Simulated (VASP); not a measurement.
Runs of VASP 6.6.1 on SiC. The structure is that of space group Fm-3m (No. 225), or close to it. The cells are those of the table. 

```csv
task,cell,k mesh,smearing,gap on the mesh (eV),pressure (GPa)
single point,"a = 2.776 Å, angles 60.0°, 2 atoms",16 × 16 × 16,gaussian 0.1 eV,none,29.9
single point,"a = 2.548 Å, angles 60.0°, 2 atoms",16 × 16 × 16,gaussian 0.02 eV,0.64,(b)
single point,"a = 2.869 Å, angles 60.0°, 2 atoms",16 × 16 × 16,gaussian 0.1 eV,none,0.0
relaxation of cell and atoms,"relaxed to 125 GPa from a = 2.615 Å, angles 60.0°, 2 atoms",12 × 12 × 12,gaussian 0.02 eV,1.12,125.0
single point,"a = 2.495 Å, angles 60.0°, 2 atoms",16 × 16 × 16,gaussian 0.02 eV,0.22,(a)
single point,"a = 2.775 Å, angles 60.0°, 2 atoms",16 × 16 × 16,gaussian 0.02 eV,none,29.9
single point,"a = 2.686 Å, angles 60.0°, 2 atoms",16 × 16 × 16,gaussian 0.02 eV,(c),74.7
single point,"a = 2.615 Å, angles 60.0°, 2 atoms",16 × 16 × 16,gaussian 0.02 eV,1.12,124.6
```

Alike in all rows: level PBE; potentials or basis VASP PAW PBE potentials, release 64 (C, Si); no spin polarisation; cutoff (eV) 600.

Q: Fill in the values left out.

A: (a) 249.2; (b) 186.9; (c) 0.45.

Caveats: the cell stands under pressure (at least some runs); semilocal functionals underestimate gaps, so a narrow gap can read as zero (at least some runs); the cell is relaxed towards a set pressure, so the run minimises the enthalpy, not the energy (at least some runs).

A k mesh can miss the band edges.

A gap of «none» marks levels without a gap at the run's occupations.
